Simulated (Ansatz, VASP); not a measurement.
# One calculation of Si2W, two programs

```
CELL_PARAMETERS angstrom
-1.61692 1.61692 3.92863
1.61692 -1.61692 3.92863
1.61692 1.61692 -3.92863
ATOMIC_POSITIONS crystal
Si 0.33515 0.33515 0.00000
Si 0.66485 0.66485 0.00000
W 0.00000 0.00000 0.00000
```

Alike in both runs: functional r2SCAN; k mesh 13 × 13 × 13; occupations fermi-dirac, width 0.1 eV; no spin polarisation.

Ansatz relaxed the structure, and its values are those at the end. VASP's run is a single point on that final structure, the one shown.

|  | VASP | Ansatz |
| --- | --- | --- |
| version | VASP 6.6.1 | Ansatz 0.2.0 |
| potentials or method | VASP PAW PBE potentials, release 64 (Si, W_sv), cutoff 520 eV | PAW plane waves |
| valence electrons in the cell | 22 | 22 |

Ansatz gave:

| Quantity | Value |
| --- | --- |
| pressure (GPa) | -4.5 |

Problem. Which values does VASP return?

Solution. Pressure (GPa): -4.4.

VASP's potentials were made for PBE, not for r2SCAN. Ansatz's warnings: stress scf threshold loose.

Neither program's run includes spin-orbit coupling.
